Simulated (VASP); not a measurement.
# C in VASP: notebook

The runs below take C through single point, with HSE06, PBE, r2SCAN.

All numbers are computed with VASP 6.6.1; they aren't measurements. Logs are shortened: lines on timing, memory, paths and dates and some standing lists are left out, and cuts for length are marked.

### 1 The cell of the first run

The cell holds a slab with vacuum, 2 atoms: a = 2.440 Å, b = 2.440 Å, c = 8.467 Å, α = 90.00°, β = 90.00°, γ = 120.00°.

### 2 Single point, HSE06

POSCAR

```
C
1.0
    2.4396853020      0.0000000000      0.0000000000
   -1.2198426510      2.1128294488      0.0000000000
    0.0000000000      0.0000000000      8.4665949023
C
2
Direct
    0.6666666667      0.3333333333      0.0000000000
    0.3333333333      0.6666666667      0.0000000000
```

INCAR.step1

```
  PREC = Accurate
  ENCUT = 520
  EDIFF = 1E-5
  ISMEAR = -1
  SIGMA = 0.05
  LREAL = False
  LASPH = True
  NELM = 60
  ALGO = Normal
  ISIF = 2
  LWAVE = True
  LCHARG = False
  GGA = PE
  NBANDS = 11
```

INCAR.step2

```
  PREC = Accurate
  ENCUT = 520
  EDIFF = 1E-7
  ISMEAR = -1
  SIGMA = 0.05
  LREAL = False
  LASPH = True
  NELM = 60
  ALGO = Normal
  ISIF = 2
  LWAVE = False
  LCHARG = False
  GGA = PE
  LHFCALC = True
  HFSCREEN = 0.2079
  PRECFOCK = Normal
  ISTART = 1
  NBANDS = 11
```

KPOINTS

```
Automatic mesh
0
Gamma
  8 8 2
```

Potentials or basis: VASP PAW PBE potentials, release 64 (C).

The run is started by

```console
$ cat potpaw_PBE.64/C/POTCAR > POTCAR
$ cp INCAR.step1 INCAR
$ mpirun -np 1 vasp_std > vasp.out
$ cp INCAR.step2 INCAR
$ mpirun -np 1 vasp_std > vasp.out
```

OUTCAR:

```text
PREC = Accurate
   ENCUT = 520
   EDIFF = 1E-7
   ISMEAR = -1
   LREAL = False
   LASPH = True
   NELM = 60
   ISIF = 2
   GGA = PE
   LHFCALC = True
   HFSCREEN = 0.2079
   PRECFOCK = Normal
   ISTART = 1

 ion  position               nearest neighbor table
   1  0.667  0.333  0.000-   2 1.41   2 1.41   2 1.41
   2  0.333  0.667  0.000-   1 1.41   1 1.41   1 1.41

  LATTYP: Found a hexagonal cell.
 ALAT       =     2.4396853020
 C/A-ratio  =     3.4703635323

  Lattice vectors:

 A1 = (   2.4396853020,   0.0000000000,   0.0000000000)
 A2 = (  -1.2198426510,   2.1128294488,   0.0000000000)
 A3 = (   0.0000000000,   0.0000000000,   8.4665949023)

Analysis of symmetry for initial positions (statically):
=====================================================================
 Subroutine PRICEL returns:
 Original cell was already a primitive cell.

 Routine SETGRP: Setting up the symmetry group for a
 hexagonal supercell.

 Subroutine GETGRP returns: Found 24 space group operations
 (whereof 24 operations were pure point group operations)
 out of a pool of 24 trial point group operations.

The static configuration has the point symmetry D_6h.

Analysis of symmetry for dynamics (positions and initial velocities):
=====================================================================
 Subroutine PRICEL returns:
 Original cell was already a primitive cell.

 Routine SETGRP: Setting up the symmetry group for a
 hexagonal supercell.

 Subroutine GETGRP returns: Found 24 space group operations
 (whereof 24 operations were pure point group operations)
 out of a pool of 24 trial point group operations.

The dynamic configuration has the point symmetry D_6h.

 Subroutine INISYM returns: Found 24 space group operations
 (whereof 24 operations are pure point group operations),
 and found     1 'primitive' translations

----------------------------------------------------------------------------------------

                                     Primitive cell

  volume of cell :      43.6422

  direct lattice vectors                    reciprocal lattice vectors
     2.439685302  0.000000000  0.000000000     0.409888931  0.236649485  0.000000000
    -1.219842651  2.112829449  0.000000000     0.000000000  0.473298969  0.000000000
     0.000000000  0.000000000  8.466594902     0.000000000  0.000000000  0.118111237

  length of vectors
     2.439685302  2.439685302  8.466594902     0.473298969  0.473298969  0.118111237

  position of ions in fractional coordinates (direct lattice)
     0.666666667  0.333333333  0.000000000
     0.333333333  0.666666667  0.000000000

  ion indices of the primitive-cell ions
   primitive index   ion index
                 1           1
                 2           2

----------------------------------------------------------------------------------------

 KPOINTS: Automatic mesh

Automatic generation of k-mesh.
 Grid dimensions read from file:
 generate k-points for:    8    8    2

 Generating k-lattice:

  Cartesian coordinates                     Fractional coordinates (reciprocal lattice)
     0.051236116  0.029581186  0.000000000     0.125000000  0.000000000  0.000000000
     0.000000000  0.059162371  0.000000000     0.000000000  0.125000000  0.000000000
     0.000000000  0.000000000  0.059055619     0.000000000  0.000000000  0.500000000

  Length of vectors
     0.059162371  0.059162371  0.059055619

  Shift w.r.t. Gamma in fractional coordinates (k-lattice)
     0.000000000  0.000000000  0.000000000

 Subroutine IBZKPT returns following result:
 ===========================================

 Found     20 irreducible k-points:

 Following reciprocal coordinates:
            Coordinates               Weight
  0.000000  0.000000  0.000000      1.000000
  0.125000  0.000000  0.000000      6.000000
  0.250000  0.000000  0.000000      6.000000
  0.375000  0.000000  0.000000      6.000000
  0.500000  0.000000  0.000000      3.000000
  0.125000  0.125000  0.000000      6.000000
[... 12 lines left out ...]
  0.250000  0.250000  0.500000      6.000000
  0.375000  0.250000  0.500000      6.000000
   k-points           NKPTS =     20   k-points in BZ     NKDIM =    128   number of bands    NBANDS=     11
   number of dos      NEDOS =    301   number of ions     NIONS =      2
   total plane-waves  NPLWV =  20736
   dimension x,y,z NGX =    18 NGY =   18 NGZ =   64
   dimension x,y,z NGXF=    36 NGYF=   36 NGZF=  128
   ions per type =               2
   NGX,Y,Z   is equivalent  to a cutoff of  12.27, 12.27, 12.57 a.u.
   NGXF,Y,Z  is equivalent  to a cutoff of  24.53, 24.53, 25.13 a.u.
 SYSTEM =  unknown system
   PREC   = accura    normal or accurate (medium, high low for compatibility)
   ISTART =      1    job   : 0-new  1-cont  2-samecut
   ICHARG =      0    charge: 1-file 2-atom 10-const
   ISPIN  =      1    spin polarized calculation?
   LNONCOLLINEAR =      F non collinear calculations
   LSORBIT =      F    spin-orbit coupling
   LASPH  =      T    aspherical Exc in radial PAW
   ENCUT  =  520.0 eV  38.22 Ry    6.18 a.u.   4.54  4.54 15.74*2*pi/ulx,y,z
   NELM   =     60;   NELMIN=  2; NELMDL=  0     # of ELM steps
   EDIFF  = 0.1E-06   stopping-criterion for ELM
   LREAL  =      F    real-space projection
   EDIFFG = 0.1E-05   stopping-criterion for IOM
   NSW    =      0    number of steps for IOM
   IBRION =     -1    ionic relax: 0-MD 1-quasi-New 2-CG
   NFREE  =      0    steps in history (QN), initial steepest desc. (CG)
   ISIF   =      2    stress and relaxation
   ISYM   =      3    0-nonsym 1-usesym 2-fastsym
   POTIM  = 0.5000    time-step for ionic-motion
   TEBEG  =    0.0;   TEEND  =   0.0 temperature during run
   PSTRESS=    0.0 pullay stress
   NELECT =       8.0000    total number of electrons
   NUPDOWN=      -1.0000    fix difference up-down
   EMIN   =  10.00;   EMAX   =-10.00  energy-range for DOS
   EFERMI =   0.00;   METHOD = LEGACY
   ISMEAR =    -1;   SIGMA  =   0.05  broadening in eV -4-tet -1-fermi 0-gaus
   EFERMI_NEDOS =   21; number of points for ismear=-14 and -15
   IALGO  =     38    algorithm
   IMIX   =      1    mixing-type and parameters
     AMIX     =   0.40;   BMIX     =  1.00
     AMIX_MAG =   1.60;   BMIX_MAG =  1.00
  volume/ion in A,a.u.               =      21.82       147.26
  Fermi-wavevector in a.u.,A,eV,Ry     =   0.929970  1.757389 11.766931  0.864845
  Thomas-Fermi vector in A             =   2.056309
   LORBIT       =      0    0 simple, 1 ext, 2 COOP (PROOUT), +10 PAW based schemes
   GGA     = PE    functional components
   LHFCALC =     T    Hartree Fock is set to
   PRECFOCK=normal    Normal, Fast or Accurate (Low or Medium for compatibility)
   ENCUT4O =  -1.0   cutoff for four orbital integrals eV
   NKREDX  =     1    reduce k-point grid by
   NKREDY  =     1    reduce k-point grid by
   NKREDZ  =     1    reduce k-point grid by
   AEXX    =    0.2500 exact exchange contribution
   HFSCREEN=    0.2079 screening length (either q_TF or 0.3 A-1)
   HFSCREENC=   0.2079 screening length for correlation (either q_TF or 0.3 A-1)
   ENCUTFOCK=  -1.0 apply spherical cutoff to Coloumb kernel
   IVDW    =     0    specifies the selected vdW correction
   LEPSILON=     F    determine dielectric tensor
   LRPA    =     F    only Hartree local field effects (RPA)
 non-spin polarized calculation
  energy-cutoff  :      520.00
  volume of cell :       43.64
 maximum number of plane-waves:      1201
  NGX = 14; NGY = 14; NGZ = 48

 number of electron       7.9999998 magnetization

 Free energy of the ion-electron system (eV)
  ---------------------------------------------------
  ext. energy  EPLUGINS =         0.00000000
  ---------------------------------------------------
  free energy    TOTEN  =       -21.16723796 eV

  energy without entropy =      -21.16723796  energy(sigma->0) =      -21.16723796

 E-fermi :  -0.8262     XC(G=0):  -4.2301

 val. band max:       -1.9057556324   @ k =   0.3750   0.2500   0.0000
 cond. band min:       0.5610086617   @ k =   0.3750   0.2500   0.5000
 fundamental gap:      2.4667642941
 Fermi energy:        -0.8262477882

 k-point     1 :       0.0000    0.0000    0.0000
  band No.  band energies     occupation
      1     -22.9688      2.00000
      2      -9.7191      2.00000
      3      -4.6394      2.00000
      4      -4.6394      2.00000
      5       2.5084      0.00000
      6       4.9405      0.00000
      7       6.6240      0.00000
      8       8.8150      0.00000
      9       8.8150      0.00000
     10      12.8511      0.00000
     11      13.5721      0.00000

 k-point     2 :       0.1250    0.0000    0.0000
  band No.  band energies     occupation
      1     -22.5592      2.00000
      2      -9.2137      2.00000
      3      -6.1559      2.00000
      4      -5.4168      2.00000
      5       3.0264      0.00000
      6       5.4470      0.00000
      7       7.1186      0.00000
      8       8.8894      0.00000
      9      10.4671      0.00000
     10      11.4111      0.00000
     11      14.0156      0.00000

 k-point     3 :       0.2500    0.0000    0.0000
  band No.  band energies     occupation
      1     -21.3402      2.00000
      2      -9.4919      2.00000
      3      -7.7211      2.00000
      4      -6.8756      2.00000
      5       4.5799      0.00000
      6       6.9003      0.00000
      7       8.0271      0.00000
      8       8.3656      0.00000
      9       8.8148      0.00000
     10      14.4252      0.00000
     11      15.2461      0.00000
[... 211 lines left out ...]
 k-point    19 :       0.2500    0.2500    0.5000
  band No.  band energies     occupation
      1     -18.2011      2.00000
      2     -12.9483      2.00000
      3     -11.2088      2.00000
      4      -3.9830      2.00000
      5       2.8068      0.00000
      6       9.3165      0.00000
      7       9.4031      0.00000
      8      12.3673      0.00000
      9      12.8458      0.00000
     10      13.6601      0.00000
     11      15.7894      0.00000

 k-point    20 :       0.3750    0.2500    0.5000
  band No.  band energies     occupation
      1     -16.0733      2.00000
      2     -15.0936      2.00000
      3     -12.0808      2.00000
      4      -1.9058      2.00000
      5       0.5610      0.00000
      6      10.8252      0.00000
      7      12.5663      0.00000
      8      12.7640      0.00000
      9      12.9960      0.00000
     10      13.1299      0.00000
     11      14.0126      0.00000

------------------------ aborting loop because EDIFF is reached ----------------------------------------

  FORCE on cell =-STRESS in cart. coord.  units (eV):
  Direction    XX          YY          ZZ          XY          YZ          ZX
  --------------------------------------------------------------------------------------
  -------------------------------------------------------------------------------------
  Total        0.7037334      0.7037334     -0.0112766      0.0000000     -0.0000000      0.0000000
  in kB       25.8351947     25.8351947     -0.4139812      0.0000000     -0.0000000      0.0000000
  external PRESSURE =      17.0854694 kB  Pullay stress =       0.0000000 kB

 VOLUME and BASIS-vectors are now :
 -----------------------------------------------------------------------------
  energy-cutoff  :      520.00
  volume of cell :       43.64
      direct lattice vectors                 reciprocal lattice vectors
     2.439685302  0.000000000  0.000000000     0.409888931  0.236649485  0.000000000
    -1.219842651  2.112829449  0.000000000     0.000000000  0.473298969  0.000000000
     0.000000000  0.000000000  8.466594902     0.000000000  0.000000000  0.118111237

 POSITION                                       TOTAL-FORCE (eV/Angst)
 -----------------------------------------------------------------------------------
      1.21984      0.70428      0.00000        -0.000000      0.000000      0.000000
     -0.00000      1.40855      0.00000         0.000000     -0.000000      0.000000
 -----------------------------------------------------------------------------------
    total drift:                               -0.000000     -0.000000      0.000000

  FREE ENERGIE OF THE ION-ELECTRON SYSTEM (eV)
  ---------------------------------------------------
  free  energy   TOTEN  =       -21.1672379563 eV

  energy  without entropy=      -21.1672379562  energy(sigma->0) =      -21.16723796
```

Wall time 8.9 min (1 thread of Intel Xeon Platinum 8488C (Sapphire Rapids), shared host); peak memory 0.25 GiB.

What came out:

```yaml
Free_energy: -21.1672 eV
```

Caveat: the PAW data sets were made with another functional, which shifts forces and pressure a little.

### 3 Single point, PBE

This run uses another cell than the first one.

INCAR

```
SYSTEM = C
  ALGO = Normal
  EDIFF = 1E-6
  ENCUT = 600
  GGA = PE
  GGA_COMPAT = .FALSE.
  ISIF = 2
  ISMEAR = -1
  LASPH = .TRUE.
  LCHARG = .FALSE.
  LREAL = .FALSE.
  LWAVE = .FALSE.
  NBANDS = 11
  NELM = 120
  PREC = Accurate
  SIGMA = 0.05
```

KPOINTS

```
k-points
0
G
  12 12 3
  0 0 0
```

POSCAR

```
C
1.0
    2.4807318638      0.0000000000      0.0000000000
   -1.2403659319      2.1483768141      0.0000000000
    0.0000000000      0.0000000000      8.5238033600
C
2
Direct
    0.6666666667      0.3333333333      0.0000000000
    0.3333333333      0.6666666667      0.0000000000
```

Potentials or basis: VASP PAW PBE potentials, release 64 (C).

The run is started by

```console
$ cat potpaw_PBE.64/C/POTCAR > POTCAR
$ mpirun -np 1 vasp_std > vasp.out
```

Wall time 43 s (1 thread of AMD EPYC 7R13, shared host); peak memory 0.14 GiB.

Results (log left out):

```yaml
Free_energy: -18.4474 eV
Band_gap_on_the_k_mesh: zero (filled and empty bands touch)
```

Levels at points of the mesh, in eV from the Fermi level:
```
           k point  band 1  band 2  band 3  band 4  band 5  band 6  band 7  band 8
(0.00, 0.00, 0.00)  -19.38   -7.50   -3.05   -3.05    3.04    5.36    7.06    8.19
(0.50, 0.00, 0.00)  -14.22  -13.13   -6.37   -2.32    1.67    7.19   10.85   10.99
```

(Part 1 of 2 ends here.)
